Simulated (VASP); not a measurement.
# P (Fd-3m) in VASP: single point with LDA

Aim: the single point of P with LDA.

Program: VASP 6.6.1. These are calculated values, not measurements. Logs are shortened: lines on timing, memory, paths and dates and some standing lists are left out, and cuts for length are marked.

### Step 1. The cell of the first run

Symmetry: Fd-3m, No. 227, cubic system. The conventional cell has a = 5.305 Å, b = 5.305 Å, c = 5.305 Å, α = 90.00°, β = 90.00°, γ = 90.00°. Within 3.0 Å of P (site symmetry -43m) lie 4 P at 2.30 Å.

This isn't the form of P at room conditions, which is orthorhombic.

### Step 2. Single point, LDA

Contents of INCAR:

```
ALGO = Normal
EDIFF = 1E-6
ENCUT = 520
GGA = CA
ISIF = 2
ISMEAR = -1
LASPH = True
LCHARG = False
LREAL = False
LWAVE = False
NBANDS = 12
NELM = 100
PREC = Accurate
SIGMA = 0.02
```

Contents of KPOINTS:

```
k-points
0
Gamma
  14 14 14
```

Contents of POSCAR:

```
P
1.0
    0.0000000000      2.6524986617      2.6524986617
    2.6524986617      0.0000000000      2.6524986617
    2.6524986617      2.6524986617      0.0000000000
P
2
Direct
    1.0000000000      1.0000000000      1.0000000000
    0.2500000000      0.2500000000      0.2500000000
```

Potentials or basis: VASP PAW LDA potentials, release 64 (P).

The run is started by

```bash
$ cat potpaw_LDA.64/P/POTCAR > POTCAR
$ mpirun -np 1 vasp_std > vasp.out
```

OUTCAR:

```text
EDIFF = 1E-6
   ENCUT = 520
   GGA = CA
   ISIF = 2
   ISMEAR = -1
   LASPH = True
   LREAL = False
   NELM = 100
   PREC = Accurate

 ion  position               nearest neighbor table
   1  0.000  0.000  0.000-   2 2.30   2 2.30   2 2.30   2 2.30
   2  0.250  0.250  0.250-   1 2.30   1 2.30   1 2.30   1 2.30

  LATTYP: Found a face centered cubic cell.
 ALAT       =     5.3049973234

  Lattice vectors:

 A1 = (   0.0000000000,   2.6524986617,   2.6524986617)
 A2 = (   2.6524986617,   0.0000000000,   2.6524986617)
 A3 = (   2.6524986617,   2.6524986617,   0.0000000000)

Analysis of symmetry for initial positions (statically):
=====================================================================
 Subroutine PRICEL returns:
 Original cell was already a primitive cell.

 Routine SETGRP: Setting up the symmetry group for a
 face centered cubic supercell.

 Subroutine GETGRP returns: Found 48 space group operations
 (whereof 24 operations were pure point group operations)
 out of a pool of 48 trial point group operations.

The static configuration has the point symmetry T_d .
 The point group associated with its full space group is O_h .

Analysis of symmetry for dynamics (positions and initial velocities):
=====================================================================
 Subroutine PRICEL returns:
 Original cell was already a primitive cell.

 Routine SETGRP: Setting up the symmetry group for a
 face centered cubic supercell.

 Subroutine GETGRP returns: Found 48 space group operations
 (whereof 24 operations were pure point group operations)
 out of a pool of 48 trial point group operations.

The dynamic configuration has the point symmetry T_d .
 The point group associated with its full space group is O_h .

 Subroutine INISYM returns: Found 48 space group operations
 (whereof 24 operations are pure point group operations),
 and found     1 'primitive' translations

----------------------------------------------------------------------------------------

                                     Primitive cell

  volume of cell :      37.3246

  direct lattice vectors                    reciprocal lattice vectors
     0.000000000  2.652498662  2.652498662    -0.188501509  0.188501509  0.188501509
     2.652498662  0.000000000  2.652498662     0.188501509 -0.188501509  0.188501509
     2.652498662  2.652498662  0.000000000     0.188501509  0.188501509 -0.188501509

  length of vectors
     3.751199582  3.751199582  3.751199582     0.326494191  0.326494191  0.326494191

  position of ions in fractional coordinates (direct lattice)
     0.000000000  0.000000000  0.000000000
     0.250000000  0.250000000  0.250000000

  ion indices of the primitive-cell ions
   primitive index   ion index
                 1           1
                 2           2

----------------------------------------------------------------------------------------

 KPOINTS: k-points

Automatic generation of k-mesh.
 Grid dimensions read from file:
 generate k-points for:   14   14   14

 Generating k-lattice:

  Cartesian coordinates                     Fractional coordinates (reciprocal lattice)
    -0.013464393  0.013464393  0.013464393     0.071428571  0.000000000  0.000000000
     0.013464393 -0.013464393  0.013464393     0.000000000  0.071428571  0.000000000
     0.013464393  0.013464393 -0.013464393     0.000000000  0.000000000  0.071428571

  Length of vectors
     0.023321014  0.023321014  0.023321014

  Shift w.r.t. Gamma in fractional coordinates (k-lattice)
     0.000000000  0.000000000  0.000000000

 Subroutine IBZKPT returns following result:
 ===========================================

 Found    104 irreducible k-points:

 Following reciprocal coordinates:
            Coordinates               Weight
  0.000000  0.000000  0.000000      1.000000
  0.071429  0.000000  0.000000      8.000000
  0.142857  0.000000  0.000000      8.000000
  0.214286  0.000000  0.000000      8.000000
  0.285714  0.000000  0.000000      8.000000
  0.357143  0.000000  0.000000      8.000000
[... 16 lines left out ...]
  0.214286  0.142857  0.000000     24.000000
  0.285714  0.142857  0.000000     24.000000
 [... further k-points ...]
   k-points           NKPTS =    104   k-points in BZ     NKDIM =    104   number of bands    NBANDS=     12
   number of dos      NEDOS =    301   number of ions     NIONS =      2
   total plane-waves  NPLWV =  21952
   dimension x,y,z NGX =    28 NGY =   28 NGZ =   28
   dimension x,y,z NGXF=    56 NGYF=   56 NGZF=   56
   ions per type =               2
   NGX,Y,Z   is equivalent  to a cutoff of  12.41, 12.41, 12.41 a.u.
   NGXF,Y,Z  is equivalent  to a cutoff of  24.82, 24.82, 24.82 a.u.
 SYSTEM =  unknown system
   PREC   = accura    normal or accurate (medium, high low for compatibility)
   ISTART =      0    job   : 0-new  1-cont  2-samecut
   ICHARG =      2    charge: 1-file 2-atom 10-const
   ISPIN  =      1    spin polarized calculation?
   LNONCOLLINEAR =      F non collinear calculations
   LSORBIT =      F    spin-orbit coupling
   LASPH  =      T    aspherical Exc in radial PAW
   ENCUT  =  520.0 eV  38.22 Ry    6.18 a.u.   6.97  6.97  6.97*2*pi/ulx,y,z
   NELM   =    100;   NELMIN=  2; NELMDL= -5     # of ELM steps
   EDIFF  = 0.1E-05   stopping-criterion for ELM
   LREAL  =      F    real-space projection
   EDIFFG = 0.1E-04   stopping-criterion for IOM
   NSW    =      0    number of steps for IOM
   IBRION =     -1    ionic relax: 0-MD 1-quasi-New 2-CG
   NFREE  =      0    steps in history (QN), initial steepest desc. (CG)
   ISIF   =      2    stress and relaxation
   ISYM   =      2    0-nonsym 1-usesym 2-fastsym
   POTIM  = 0.5000    time-step for ionic-motion
   TEBEG  =    0.0;   TEEND  =   0.0 temperature during run
   PSTRESS=    0.0 pullay stress
   NELECT =      10.0000    total number of electrons
   NUPDOWN=      -1.0000    fix difference up-down
   EMIN   =  10.00;   EMAX   =-10.00  energy-range for DOS
   EFERMI =   0.00;   METHOD = LEGACY
   ISMEAR =    -1;   SIGMA  =   0.02  broadening in eV -4-tet -1-fermi 0-gaus
   EFERMI_NEDOS =   21; number of points for ismear=-14 and -15
   IALGO  =     38    algorithm
   IMIX   =      4    mixing-type and parameters
     AMIX     =   0.40;   BMIX     =  1.00
     AMIX_MAG =   1.60;   BMIX_MAG =  1.00
  volume/ion in A,a.u.               =      18.66       125.94
  Fermi-wavevector in a.u.,A,eV,Ry     =   1.055382  1.994383 15.154591  1.113831
  Thomas-Fermi vector in A             =   2.190578
   LORBIT       =      0    0 simple, 1 ext, 2 COOP (PROOUT), +10 PAW based schemes
   GGA     = CA    functional components
   LHFCALC =     F    Hartree Fock is set to
   AEXX    =    0.0000 exact exchange contribution
   IVDW    =     0    specifies the selected vdW correction
   LEPSILON=     F    determine dielectric tensor
   LRPA    =     F    only Hartree local field effects (RPA)
 non-spin polarized calculation
  energy-cutoff  :      520.00
  volume of cell :       37.32
 maximum number of plane-waves:      1020
   NGX = 13   NGY = 13   NGZ = 13

 number of electron      10.0000000 magnetization

 Free energy of the ion-electron system (eV)
  ---------------------------------------------------
  ext. energy  EPLUGINS =         0.00000000
  ---------------------------------------------------
  free energy    TOTEN  =       -10.96909129 eV

  energy without entropy =      -10.96680526  energy(sigma->0) =      -10.96794827

 E-fermi :   7.0433     XC(G=0): -10.1401

 val. band max:        7.0288254466   @ k =   0.0714   0.0000   0.0000
 cond. band min:       7.0557082705   @ k =  -0.3571   0.2857   0.1429
 fundamental gap:      0.0268828239
 Fermi energy:         7.0432549766

 k-point     1 :       0.0000    0.0000    0.0000
  band No.  band energies     occupation
      1      -8.8418      2.00000
      2       3.6506      2.00000
      3       3.6506      2.00000
      4       3.6506      2.00000
      5       4.3087      2.00000
      6       6.8937      1.99887
      7       6.8937      1.99887
      8       6.8937      1.99887
      9      12.9607      0.00000
     10      13.6395      0.00000
     11      13.6395      0.00000
     12      17.2474      0.00000

 k-point     2 :       0.0714    0.0000    0.0000
  band No.  band energies     occupation
      1      -8.7780      2.00000
      2       2.6175      2.00000
      3       3.5622      2.00000
      4       3.5622      2.00000
      5       5.0528      2.00000
      6       7.0288      1.34587
      7       7.0288      1.34586
      8       7.0944      0.14356
      9      13.2220      0.00000
     10      13.4513      0.00000
     11      13.4513      0.00000
     12      17.0185      0.00000

 k-point     3 :       0.1429    0.0000    0.0000
  band No.  band energies     occupation
      1      -8.5886      2.00000
      2       1.2717      2.00000
      3       3.3466      2.00000
      4       3.3466      2.00000
      5       5.3782      2.00000
      6       7.3601      0.00000
      7       7.3601      0.00000
      8       7.9075      0.00000
      9      13.1231      0.00000
     10      13.1231      0.00000
     11      13.8699      0.00000
     12      16.6226      0.00000
[... 286 lines left out ...]
 k-point    23 :       0.2143    0.1429    0.0000
  band No.  band energies     occupation
      1      -8.2724      2.00000
      2       0.3181      2.00000
      3       2.5647      2.00000
      4       2.5739      2.00000
      5       6.2718      2.00000
      6       6.8544      1.99984
      7       8.5901      0.00000
      8       8.7689      0.00000
      9      11.8447      0.00000
     10      14.1617      0.00000
     11      14.8901      0.00000
     12      17.6558      0.00000

 k-point    24 :       0.2857    0.1429    0.0000
  band No.  band energies     occupation
      1      -7.9290      2.00000
      2      -0.7401      2.00000
      3       2.2159      2.00000
      4       2.3469      2.00000
      5       6.2826      2.00000
      6       7.1486      0.01024
      7       8.9620      0.00000
      8       9.3520      0.00000
      9      12.2465      0.00000
     10      14.3510      0.00000
     11      15.3687      0.00000
     12      17.7224      0.00000

 [... further k-points ...]
[... 5 lines left out ...]
  --------------------------------------------------------------------------------------
  -------------------------------------------------------------------------------------
  Total        0.1880645      0.1880645      0.1880645     -0.0000000     -0.0000000      0.0000000
  in kB        8.0727591      8.0727591      8.0727591     -0.0000000     -0.0000000      0.0000000
  external PRESSURE =       8.0727591 kB  Pullay stress =       0.0000000 kB

 VOLUME and BASIS-vectors are now :
 -----------------------------------------------------------------------------
  energy-cutoff  :      520.00
  volume of cell :       37.32
      direct lattice vectors                 reciprocal lattice vectors
     0.000000000  2.652498662  2.652498662    -0.188501509  0.188501509  0.188501509
     2.652498662  0.000000000  2.652498662     0.188501509 -0.188501509  0.188501509
     2.652498662  2.652498662  0.000000000     0.188501509  0.188501509 -0.188501509

 POSITION                                       TOTAL-FORCE (eV/Angst)
 -----------------------------------------------------------------------------------
      0.00000      0.00000      0.00000        -0.000000     -0.000000     -0.000000
      1.32625      1.32625      1.32625         0.000000      0.000000      0.000000
 -----------------------------------------------------------------------------------
    total drift:                                0.000000      0.000000     -0.000000

  FREE ENERGIE OF THE ION-ELECTRON SYSTEM (eV)
  ---------------------------------------------------
  free  energy   TOTEN  =       -10.9690912875 eV

  energy  without entropy=      -10.9668052592  energy(sigma->0) =      -10.96794827
```

Wall time 38 s (1 thread of Intel Xeon 8259CL, shared host); peak memory 0.16 GiB.

What came out:

```
Free energy            : -10.9691 eV
Pressure               : 0.8 GPa
Band gap on the k mesh : zero (bands 5 and 6 overlap by 2.71 eV)
```

Levels at points of the mesh, in eV from the Fermi level:
| k point | band 1 | band 2 | band 3 | band 4 | band 5 | band 6 | band 7 | band 8 | band 9 | band 10 |
| --- | --- | --- | --- | --- | --- | --- | --- | --- | --- | --- |
| (0.00, 0.00, 0.00) | -15.89 | -3.39 | -3.39 | -3.39 | -2.73 | -0.15 | -0.15 | -0.15 | 5.92 | 6.60 |
| (0.50, 0.00, 0.00) | -13.80 | -10.50 | -4.52 | -4.52 | -2.37 | 1.10 | 1.10 | 5.89 | 8.40 | 8.86 |
| (0.50, 0.50, 0.00) | -11.96 | -11.96 | -5.94 | -5.94 | -1.56 | -1.56 | 6.23 | 6.23 | 9.08 | 9.08 |
